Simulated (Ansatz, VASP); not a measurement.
**Pd: VASP beside Ansatz**

```
CELL_PARAMETERS angstrom
2.75736 0.00000 0.00000
-1.37868 2.38794 0.00000
0.00000 0.00000 9.06697
ATOMIC_POSITIONS crystal
Pd 0.00000 0.00000 0.00000
Pd 0.00000 0.00000 0.50000
Pd 0.33333 0.66667 0.25000
Pd 0.66667 0.33333 0.75000
```

Alike in both runs: functional r2SCAN; k mesh 12 × 12 × 2; occupations gaussian, width 0.1 eV; no spin polarisation.

Ansatz relaxed the structure, and its values are those at the end. VASP's run is a single point on that final structure, the one shown.

|  | VASP | Ansatz |
| --- | --- | --- |
| version | VASP 6.6.1 | Ansatz 0.2.0 |
| potentials or method | VASP PAW PBE potentials, release 64 (Pd), cutoff 520 eV | scalar-relativistic, plane waves, PAW |
| valence electrons in the cell | 40 | 72 |

Ansatz gave:

```
gap on the k mesh at the Fermi level (eV) : none
pressure (GPa)                            : 0.2
```

Question: Estimate VASP's values.

Answer: gap on the k mesh at the Fermi level (eV): none; pressure (GPa): 0.9.

VASP's potentials were made for PBE, not for r2SCAN. A gap of «none» marks a metal or a gap that the smearing closes. VASP's potentials hold 40 valence electrons a cell and Ansatz's 72, so a difference there can come from the potentials and not from the codes.
